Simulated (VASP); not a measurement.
# NaAl3 (I4/mmm) in VASP: a series of runs

The runs below take NaAl3 through single point, with PBEsol, PBE.

Program: VASP 6.6.1. These are calculated values, not measurements. Logs are shortened: lines on timing, memory, paths and dates and some standing lists are left out, and cuts for length are marked.

### 1 The cell of the first run

Symmetry: I4/mmm, No. 139, tetragonal system. The conventional cell has a = 4.375 Å, b = 4.375 Å, c = 7.960 Å, α = 90.00°, β = 90.00°, γ = 90.00°. Within 4.0 Å of Na (site symmetry 4/mmm) lie 14 Al at 2.96 to 3.98 Å. Al (site symmetry -4m2) has 4 Na at 2.96 Å and 10 Al at 2.96 to 3.98 Å within 4.0 Å. Al (site symmetry 4/mmm) has 8 Al at 2.96 Å and 6 Na at 3.09 to 3.98 Å within 4.0 Å.

### 2 Single point, PBEsol

INCAR reads:

```
SYSTEM = NaAl3
  PREC = Accurate
  ENCUT = 500
  EDIFF = 1E-6
  ISMEAR = 0
  SIGMA = 0.1
  LREAL = .False.
  LASPH = .True.
  NELM = 120
  ALGO = Normal
  ISIF = 2
  LWAVE = .False.
  LCHARG = .False.
  GGA = PS
  ISYM = 0
  NBANDS = 16
  GGA_COMPAT = .False.
```

KPOINTS reads:

```
Automatic mesh
0
Gamma
  2 2 6
  0 0 0
```

POSCAR reads:

```
NaAl3
1.0
   -2.1877210000      2.1877210000      3.9802060000
    2.1877210000     -2.1877210000      3.9802060000
    2.1877210000      2.1877210000     -3.9802060000
Na Al
1 3
Direct
    0.0000000000      0.0000000000      0.0000000000
    0.7500000000      0.2500000000      0.5000000000
    0.2500000000      0.7500000000      0.5000000000
    0.5000000000      0.5000000000      0.0000000000
```

Potentials or basis: VASP PAW PBE potentials, release 64 (Na_pv, Al).

Command:

```bash
> cat potpaw_PBE.64/Na_pv/POTCAR potpaw_PBE.64/Al/POTCAR > POTCAR
> mpirun -np 1 vasp_std > vasp.out
```

OUTCAR:

```text
SYSTEM = NaAl3
   PREC = Accurate
   ENCUT = 500
   EDIFF = 1E-6
   ISMEAR = 0
   LREAL = .False.
   LASPH = .True.
   NELM = 120
   ISIF = 2
   GGA = PS
   ISYM = 0

 ion  position               nearest neighbor table
   1  0.000  0.000  0.000-   2 2.96   3 2.96   2 2.96   3 2.96   2 2.96   3 2.96   2 2.96   3 2.96

   2  0.750  0.250  0.500-   4 2.96   1 2.96   1 2.96   4 2.96   1 2.96   4 2.96   4 2.96   1 2.96
                             3 3.09   3 3.09   3 3.09   3 3.09
   3  0.250  0.750  0.500-   1 2.96   4 2.96   1 2.96   4 2.96   1 2.96   4 2.96   1 2.96   4 2.96
                             2 3.09   2 3.09   2 3.09   2 3.09
   4  0.500  0.500  0.000-   3 2.96   2 2.96   2 2.96   3 2.96   2 2.96   3 2.96   3 2.96   2 2.96

IMPORTANT INFORMATION: All symmetrisations will be switched off!
NOSYMM: (Re-)initialisation of all symmetry stuff for point group C_1.

----------------------------------------------------------------------------------------

                                     Primitive cell

  volume of cell :      76.1990

  direct lattice vectors                    reciprocal lattice vectors
    -2.187721000  2.187721000  3.980206000     0.000000000  0.228548339  0.125621639
     2.187721000 -2.187721000  3.980206000     0.228548339  0.000000000  0.125621639
     2.187721000  2.187721000 -3.980206000     0.228548339  0.228548339  0.000000000

  length of vectors
     5.041258390  5.041258390  5.041258390     0.260797123  0.260797123  0.323216160

  position of ions in fractional coordinates (direct lattice)
     0.000000000  0.000000000  0.000000000
     0.750000000  0.250000000  0.500000000
     0.250000000  0.750000000  0.500000000
     0.500000000  0.500000000  0.000000000

  ion indices of the primitive-cell ions
   primitive index   ion index
                 1           1
                 2           2
                 3           3
                 4           4

----------------------------------------------------------------------------------------

 KPOINTS: Automatic mesh

Automatic generation of k-mesh.
 Grid dimensions read from file:
 generate k-points for:    2    2    6

 Generating k-lattice:

  Cartesian coordinates                     Fractional coordinates (reciprocal lattice)
     0.000000000  0.114274169  0.062810819     0.500000000  0.000000000  0.000000000
     0.114274169  0.000000000  0.062810819     0.000000000  0.500000000  0.000000000
[... 73 lines left out ...]
   EDIFFG = 0.1E-04   stopping-criterion for IOM
   NSW    =      0    number of steps for IOM
   IBRION =     -1    ionic relax: 0-MD 1-quasi-New 2-CG
   NFREE  =      0    steps in history (QN), initial steepest desc. (CG)
   ISIF   =      2    stress and relaxation
   ISYM   =      0    0-nonsym 1-usesym 2-fastsym
   POTIM  = 0.5000    time-step for ionic-motion
   TEBEG  =    0.0;   TEEND  =   0.0 temperature during run
   PSTRESS=    0.0 pullay stress
   NELECT =      16.0000    total number of electrons
   NUPDOWN=      -1.0000    fix difference up-down
   EMIN   =  10.00;   EMAX   =-10.00  energy-range for DOS
   EFERMI =   0.00;   METHOD = LEGACY
   ISMEAR =     0;   SIGMA  =   0.10  broadening in eV -4-tet -1-fermi 0-gaus
   EFERMI_NEDOS =   21; number of points for ismear=-14 and -15
   IALGO  =     38    algorithm
   IMIX   =      4    mixing-type and parameters
     AMIX     =   0.40;   BMIX     =  1.00
     AMIX_MAG =   1.60;   BMIX_MAG =  1.00
  volume/ion in A,a.u.               =      19.05       128.55
  Fermi-wavevector in a.u.,A,eV,Ry     =   0.973042  1.838783 12.882148  0.946811
  Thomas-Fermi vector in A             =   2.103390
   LORBIT       =      0    0 simple, 1 ext, 2 COOP (PROOUT), +10 PAW based schemes
   GGA     = PS    functional components
   LHFCALC =     F    Hartree Fock is set to
   AEXX    =    0.0000 exact exchange contribution
   IVDW    =     0    specifies the selected vdW correction
   LEPSILON=     F    determine dielectric tensor
   LRPA    =     F    only Hartree local field effects (RPA)
 non-spin polarized calculation
 Gauss-broadening in eV      SIGMA  =   0.10
  energy-cutoff  :      500.00
  volume of cell :       76.20
 maximum number of plane-waves:      1952
 NGX is ok and might be reduce to    40
   NGX = 19   NGY = 19   NGZ = 19

 number of electron      16.0000004 magnetization

 Free energy of the ion-electron system (eV)
  ---------------------------------------------------
  ext. energy  EPLUGINS =         0.00000000
  ---------------------------------------------------
  free energy    TOTEN  =       -12.93528752 eV

  energy without entropy =      -12.92741209  energy(sigma->0) =      -12.93134981

 E-fermi :   5.2307     XC(G=0):  -9.4818

 val. band max:        5.1840554603   @ k =   0.0000   0.5000   0.0000
 cond. band min:       5.3966744663   @ k =   0.0000   0.0000   0.1667
 fundamental gap:      0.2126190061
 Fermi energy:         5.2307339662

 k-point     1 :       0.0000    0.0000    0.0000
  band No.  band energies     occupation
      1     -18.4639      2.00000
      2     -18.4405      2.00000
      3     -18.4387      2.00000
      4      -3.7432      2.00000
      5       4.4398      2.00000
      6       4.9252      1.99998
[... 281 lines left out ...]
      3     -18.4394      2.00000
      4      -1.8816      2.00000
      5      -0.9609      2.00000
      6       3.4767      2.00000
[... 8 lines left out ...]
     15      12.3706      0.00000
     16      12.3777      0.00000

------------------------ aborting loop because EDIFF is reached ----------------------------------------

  FORCE on cell =-STRESS in cart. coord.  units (eV):
  Direction    XX          YY          ZZ          XY          YZ          ZX
  --------------------------------------------------------------------------------------
  -------------------------------------------------------------------------------------
  Total       -1.4526578     -1.4526532      0.9363254     -0.6281235      0.0000073      0.0000056
  in kB      -30.5439003    -30.5438029     19.6873827    -13.2070625      0.0001531      0.0001168
  external PRESSURE =     -13.8001069 kB  Pullay stress =       0.0000000 kB

 VOLUME and BASIS-vectors are now :
 -----------------------------------------------------------------------------
  energy-cutoff  :      500.00
  volume of cell :       76.20
      direct lattice vectors                 reciprocal lattice vectors
    -2.187721000  2.187721000  3.980206000     0.000000000  0.228548339  0.125621639
     2.187721000 -2.187721000  3.980206000     0.228548339  0.000000000  0.125621639
     2.187721000  2.187721000 -3.980206000     0.228548339  0.228548339  0.000000000

 POSITION                                       TOTAL-FORCE (eV/Angst)
 -----------------------------------------------------------------------------------
      0.00000      0.00000      0.00000        -0.000003     -0.000004     -0.000000
      0.00000      2.18772      1.99010         0.000002      0.000001      0.000000
      2.18772      0.00000      1.99010         0.000000      0.000001     -0.000000
      0.00000      0.00000      3.98021         0.000000      0.000002      0.000000
 -----------------------------------------------------------------------------------
    total drift:                               -0.000003     -0.000006     -0.000002

  FREE ENERGIE OF THE ION-ELECTRON SYSTEM (eV)
  ---------------------------------------------------
  free  energy   TOTEN  =       -12.9352875221 eV

  energy  without entropy=      -12.9274120895  energy(sigma->0) =      -12.93134981
```

stdout:

```text
POSCAR found type information on POSCAR NaAl
 POSCAR found :  2 types and       4 ions
 scaLAPACK will be used
 -----------------------------------------------------------------------------
|                                                                             |
|                                                                             |
|     You enforced a specific xc type in the INCAR file but a different       |
[... 22 lines left out ...]
 -----------------------------------------------------------------------------

 POSCAR, INCAR and KPOINTS ok, starting setup
 FFT: planning ... GRIDC
 FFT: planning ... GRID_SOFT
 FFT: planning ... GRID
 WAVECAR not read
 entering main loop
```

It took 14 s on 1 thread of Intel Xeon Platinum 8375C at 2.90GHz (Ice Lake), shared host; peak memory 0.23 GiB.

Results:

```yaml
Free_energy: -12.9353 eV
Pressure: -1.4 GPa
Band_gap_on_the_k_mesh: zero (bands 8 and 9 overlap by 1.94 eV)
```

Caveat: the k points lie up to 0.66 Å⁻¹ apart, too coarse for converged energies and pressures of a metal; the PAW data sets were made with another functional, which shifts forces and pressure a little.

### 3 Single point, PBE

INCAR reads:

```
SYSTEM = NaAl3
  PREC = Accurate
  ENCUT = 500
  EDIFF = 1E-6
  ISMEAR = 0
  SIGMA = 0.1
  LREAL = .FALSE.
  LASPH = .TRUE.
  NELM = 120
  ALGO = Normal
  ISIF = 2
  LWAVE = .FALSE.
  LCHARG = .FALSE.
  GGA = PE
  NBANDS = 16
  GGA_COMPAT = .FALSE.
```

KPOINTS reads:

```
regular mesh
0
G
  4 4 4
  0 0 0
```

POSCAR is that of step 2.

Potentials or basis: VASP PAW PBE potentials, release 64 (Na_pv, Al).

Command:

```bash
> cat potpaw_PBE.64/Na_pv/POTCAR potpaw_PBE.64/Al/POTCAR > POTCAR
> mpirun -np 1 vasp_std > vasp.out
```

OUTCAR:

```text
SYSTEM = NaAl3
   PREC = Accurate
   ENCUT = 500
   EDIFF = 1E-6
   ISMEAR = 0
   LREAL = .FALSE.
   LASPH = .TRUE.
   NELM = 120
   ISIF = 2
   GGA = PE

 ion  position               nearest neighbor table
   1  0.000  0.000  0.000-   2 2.96   3 2.96   2 2.96   3 2.96   2 2.96   3 2.96   2 2.96   3 2.96

   2  0.750  0.250  0.500-   4 2.96   1 2.96   1 2.96   4 2.96   1 2.96   4 2.96   4 2.96   1 2.96
                             3 3.09   3 3.09   3 3.09   3 3.09
   3  0.250  0.750  0.500-   1 2.96   4 2.96   1 2.96   4 2.96   1 2.96   4 2.96   1 2.96   4 2.96
                             2 3.09   2 3.09   2 3.09   2 3.09
   4  0.500  0.500  0.000-   3 2.96   2 2.96   2 2.96   3 2.96   2 2.96   3 2.96   3 2.96   2 2.96

  LATTYP: Found a body centered tetragonal cell.
 ALAT       =     4.3754420000
 C/A-ratio  =     1.8193389376

  Lattice vectors:

 A1 = (  -2.1877210000,   2.1877210000,   3.9802060000)
 A2 = (   2.1877210000,  -2.1877210000,   3.9802060000)
 A3 = (   2.1877210000,   2.1877210000,  -3.9802060000)

Analysis of symmetry for initial positions (statically):
=====================================================================
 Subroutine PRICEL returns:
 Original cell was already a primitive cell.

 Routine SETGRP: Setting up the symmetry group for a
 body centered tetragonal supercell.

 Subroutine GETGRP returns: Found 16 space group operations
 (whereof 16 operations were pure point group operations)
 out of a pool of 16 trial point group operations.

The static configuration has the point symmetry D_4h.

Analysis of symmetry for dynamics (positions and initial velocities):
=====================================================================
 Subroutine PRICEL returns:
 Original cell was already a primitive cell.

 Routine SETGRP: Setting up the symmetry group for a
 body centered tetragonal supercell.

 Subroutine GETGRP returns: Found 16 space group operations
 (whereof 16 operations were pure point group operations)
 out of a pool of 16 trial point group operations.

The dynamic configuration has the point symmetry D_4h.

 Subroutine INISYM returns: Found 16 space group operations
 (whereof 16 operations are pure point group operations),
 and found     1 'primitive' translations

----------------------------------------------------------------------------------------

                                     Primitive cell

  volume of cell :      76.1990

  direct lattice vectors                    reciprocal lattice vectors
    -2.187721000  2.187721000  3.980206000     0.000000000  0.228548339  0.125621639
     2.187721000 -2.187721000  3.980206000     0.228548339  0.000000000  0.125621639
     2.187721000  2.187721000 -3.980206000     0.228548339  0.228548339  0.000000000

  length of vectors
     5.041258390  5.041258390  5.041258390     0.260797123  0.260797123  0.323216160

  position of ions in fractional coordinates (direct lattice)
     0.000000000  0.000000000  0.000000000
     0.750000000  0.250000000  0.500000000
     0.250000000  0.750000000  0.500000000
     0.500000000  0.500000000  0.000000000

  ion indices of the primitive-cell ions
   primitive index   ion index
                 1           1
[... 26 lines left out ...]
 ===========================================

 Found     13 irreducible k-points:

 Following reciprocal coordinates:
            Coordinates               Weight
  0.000000  0.000000  0.000000      1.000000
  0.250000  0.000000  0.000000      8.000000
  0.500000  0.000000  0.000000      4.000000
  0.250000  0.250000  0.000000      8.000000
  0.500000  0.250000  0.000000     16.000000
 -0.250000  0.250000  0.000000      4.000000
  0.500000  0.500000  0.000000      2.000000
  0.250000  0.250000  0.250000      2.000000
 -0.250000  0.250000  0.250000      4.000000
  0.500000  0.500000  0.250000      4.000000
 -0.250000  0.500000  0.250000      8.000000
 -0.250000 -0.250000  0.250000      2.000000
  0.500000  0.500000  0.500000      1.000000
   k-points           NKPTS =     13   k-points in BZ     NKDIM =     13   number of bands    NBANDS=     16
   number of dos      NEDOS =    301   number of ions     NIONS =      4
   total plane-waves  NPLWV =  64000
   dimension x,y,z NGX =    40 NGY =   40 NGZ =   40
   dimension x,y,z NGXF=    80 NGYF=   80 NGZF=   80
   ions per type =               1   3
   NGX,Y,Z   is equivalent  to a cutoff of  13.19, 13.19, 13.19 a.u.
   NGXF,Y,Z  is equivalent  to a cutoff of  26.38, 26.38, 26.38 a.u.
 SYSTEM =  NaAl3
   PREC   = accura    normal or accurate (medium, high low for compatibility)
   ISTART =      0    job   : 0-new  1-cont  2-samecut
   ICHARG =      2    charge: 1-file 2-atom 10-const
   ISPIN  =      1    spin polarized calculation?
   LNONCOLLINEAR =      F non collinear calculations
   LSORBIT =      F    spin-orbit coupling
   LASPH  =      T    aspherical Exc in radial PAW
   ENCUT  =  500.0 eV  36.75 Ry    6.06 a.u.   9.19  9.19  9.19*2*pi/ulx,y,z
   NELM   =    120;   NELMIN=  2; NELMDL= -5     # of ELM steps
   EDIFF  = 0.1E-05   stopping-criterion for ELM
   LREAL  =      F    real-space projection
[... 7 lines left out ...]
   TEBEG  =    0.0;   TEEND  =   0.0 temperature during run
   PSTRESS=    0.0 pullay stress
   NELECT =      16.0000    total number of electrons
   NUPDOWN=      -1.0000    fix difference up-down
   EMIN   =  10.00;   EMAX   =-10.00  energy-range for DOS
   EFERMI =   0.00;   METHOD = LEGACY
   ISMEAR =     0;   SIGMA  =   0.10  broadening in eV -4-tet -1-fermi 0-gaus
   EFERMI_NEDOS =   21; number of points for ismear=-14 and -15
   IALGO  =     38    algorithm
   IMIX   =      4    mixing-type and parameters
     AMIX     =   0.40;   BMIX     =  1.00
     AMIX_MAG =   1.60;   BMIX_MAG =  1.00
  volume/ion in A,a.u.               =      19.05       128.55
  Fermi-wavevector in a.u.,A,eV,Ry     =   0.973042  1.838783 12.882148  0.946811
  Thomas-Fermi vector in A             =   2.103390
   LORBIT       =      0    0 simple, 1 ext, 2 COOP (PROOUT), +10 PAW based schemes
   GGA     = PE    functional components
   LHFCALC =     F    Hartree Fock is set to
   AEXX    =    0.0000 exact exchange contribution
   IVDW    =     0    specifies the selected vdW correction
   LEPSILON=     F    determine dielectric tensor
   LRPA    =     F    only Hartree local field effects (RPA)
 non-spin polarized calculation
 Gauss-broadening in eV      SIGMA  =   0.10
  energy-cutoff  :      500.00
  volume of cell :       76.20
 maximum number of plane-waves:      1952
 NGX is ok and might be reduce to    40
   NGX = 19   NGY = 19   NGZ = 19

 number of electron      16.0000004 magnetization

 Free energy of the ion-electron system (eV)
  ---------------------------------------------------
  ext. energy  EPLUGINS =         0.00000000
  ---------------------------------------------------
  free energy    TOTEN  =       -11.75463711 eV

  energy without entropy =      -11.74163013  energy(sigma->0) =      -11.74813362

 E-fermi :   5.7071     XC(G=0):  -9.4184

 val. band max:        5.6504292673   @ k =   0.0000   0.0000   0.0000
 cond. band min:       5.7787083949   @ k =   0.2500   0.2500   0.2500
 fundamental gap:      0.1282791276
 Fermi energy:         5.7071138090

 k-point     1 :       0.0000    0.0000    0.0000
  band No.  band energies     occupation
      1     -18.6276      2.00000
      2     -18.5991      2.00000
      3     -18.5991      2.00000
      4      -3.6868      2.00000
      5       4.4768      2.00000
      6       5.0427      2.00000
[... 224 lines left out ...]
      3     -18.5998      2.00000
      4      -1.7974      2.00000
      5      -0.9511      2.00000
      6       3.5578      2.00000
[... 8 lines left out ...]
     15      12.3936      0.00000
     16      12.4890      0.00000

------------------------ aborting loop because EDIFF is reached ----------------------------------------

  FORCE on cell =-STRESS in cart. coord.  units (eV):
  Direction    XX          YY          ZZ          XY          YZ          ZX
  --------------------------------------------------------------------------------------
  -------------------------------------------------------------------------------------
  Total        1.2042339      1.2042339     -1.9166786      0.0000000     -0.0000000     -0.0000000
  in kB       25.3204842     25.3204842    -40.3005025      0.0000000     -0.0000000     -0.0000000
  external PRESSURE =       3.4468219 kB  Pullay stress =       0.0000000 kB

 VOLUME and BASIS-vectors are now :
 -----------------------------------------------------------------------------
  energy-cutoff  :      500.00
  volume of cell :       76.20
      direct lattice vectors                 reciprocal lattice vectors
    -2.187721000  2.187721000  3.980206000     0.000000000  0.228548339  0.125621639
     2.187721000 -2.187721000  3.980206000     0.228548339  0.000000000  0.125621639
     2.187721000  2.187721000 -3.980206000     0.228548339  0.228548339  0.000000000

 POSITION                                       TOTAL-FORCE (eV/Angst)
 -----------------------------------------------------------------------------------
      0.00000      0.00000      0.00000        -0.000000      0.000000     -0.000000
      0.00000      2.18772      1.99010        -0.000000      0.000000     -0.000000
      2.18772      0.00000      1.99010         0.000000     -0.000000      0.000000
      0.00000      0.00000      3.98021        -0.000000      0.000000     -0.000000
 -----------------------------------------------------------------------------------
    total drift:                               -0.000000     -0.000000     -0.000000

  FREE ENERGIE OF THE ION-ELECTRON SYSTEM (eV)
  ---------------------------------------------------
  free  energy   TOTEN  =       -11.7546371082 eV

  energy  without entropy=      -11.7416301283  energy(sigma->0) =      -11.74813362
```

stdout:

```text
POSCAR found type information on POSCAR NaAl
 POSCAR found :  2 types and       4 ions
 scaLAPACK will be used
 LDA part: xc-table for (Slater+PW92), standard interpolation
 POSCAR, INCAR and KPOINTS ok, starting setup
 FFT: planning ... GRIDC
 FFT: planning ... GRID_SOFT
 FFT: planning ... GRID
 WAVECAR not read
 entering main loop
```

Run time: 12 s. Hardware: 1 thread of Intel Xeon Platinum 8375C at 2.90GHz (Ice Lake), shared host; peak memory 0.23 GiB.

What came out:

| Quantity | Value |
| --- | --- |
| Free energy | -11.7546 eV |
| Pressure | 0.3 GPa |
| Band gap on the k mesh | zero (bands 8 and 9 overlap by 1.95 eV) |

Stress tensor (GPa, compression positive):
```
 2.53  0.00  0.00
 0.00  2.53  0.00
 0.00  0.00 -4.03
```

Levels at points of the mesh, in eV from the Fermi level:
```tsv
k point	band 4	band 5	band 6	band 7	band 8	band 9	band 10	band 11	band 12	band 13
(0.00, 0.00, 0.00)	-9.39	-1.23	-0.66	-0.66	-0.12	-0.06	0.38	0.57	0.57	1.90
(0.50, 0.00, 0.00)	-7.30	-6.53	-2.34	-2.28	-0.48	0.66	0.92	2.10	4.24	4.99
(0.50, 0.50, 0.00)	-5.78	-5.76	-4.13	-3.51	-2.93	-1.27	2.14	3.59	3.99	5.40
(0.50, 0.50, 0.50)	-7.50	-6.66	-2.15	-2.15	-2.10	0.29	5.25	5.73	5.73	5.94
```

Caveat: the k points lie up to 0.41 Å⁻¹ apart, too coarse for converged energies and pressures of a metal.
